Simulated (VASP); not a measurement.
Set up this calculation in VASP 6.6.1, as the native input.

| Property | Result |
| --- | --- |
| Task | relaxation of volume and atoms at fixed shape |
| Functional | LDA |
| Potentials or basis | VASP PAW LDA potentials, release 64 (Pb_d, O) |
| Cutoff | 600 eV |
| k mesh | 6 × 6 × 5 |
| Occupations | gaussian, width 0.01 eV |
| Spin | no spin polarisation |
| Dipole correction | no |
| Further INCAR settings | ALGO = Normal; EDIFF = 1e-06; IBRION = 2; EDIFFG = -0.02; NSW = 50; ISIF = 8 |

The structure of PbO lies in POSCAR:

```
PbO
1.0
    3.9900000000      0.0000000000      0.0000000000
    0.0000000000      3.9900000000      0.0000000000
    0.0000000000      0.0000000000      5.0100000000
Pb O
2 2
Direct
    0.0000000000      0.5000000000      0.2400000000
    0.5000000000      0.0000000000      0.7600000000
    0.0000000000      0.0000000000      0.0000000000
    0.5000000000      0.5000000000      0.0000000000
```

These files were run (other wordings do the same):

INCAR

```
SYSTEM = PbO
ALGO = Normal ; EDIFF = 1E-6
EDIFFG = -0.02 ; ENCUT = 600
GGA = CA ; IBRION = 2
ISIF = 8 ; ISMEAR = 0
LASPH = .True. ; LCHARG = .False.
LREAL = .False. ; LWAVE = .False.
NELM = 100 ; NSW = 50
PREC = Accurate ; SIGMA = 0.01
```

KPOINTS

```
k-points
0
Gamma
  6 6 5
  0 0 0
```

Potentials or basis: VASP PAW LDA potentials, release 64 (Pb_d, O).

Launch:

```console
$ cat potpaw_LDA.64/Pb_d/POTCAR potpaw_LDA.64/O/POTCAR > POTCAR
$ mpirun -np 1 vasp_std > vasp.out
```

Results of the run:

| Property | Result |
| --- | --- |
| Relaxed volume | 19.14 Å³/atom |
| Relaxed cell | a = 3.936 Å, b = 3.936 Å, c = 4.942 Å, α = 90.00°, β = 90.00°, γ = 90.00° |
| Space group after relaxing (to 0.1 Å) | P4/nmm (No. 129) |
| Energy gained by relaxing | 9.0 meV/atom |
| Ionic steps | 6 |
| Pressure after relaxing | 0.0 GPa |
| Largest force after relaxing | 0.017 eV/Å |
| Band gap on the k mesh | 1.04 eV (least direct gap 2.19 eV) |

Caveat: spin-orbit coupling is left out, which moves the levels of the heavy elements.

Run time: 4.8 min on 1 thread of Intel Xeon 8259CL, with other jobs on the host, peak memory 0.21 GiB.
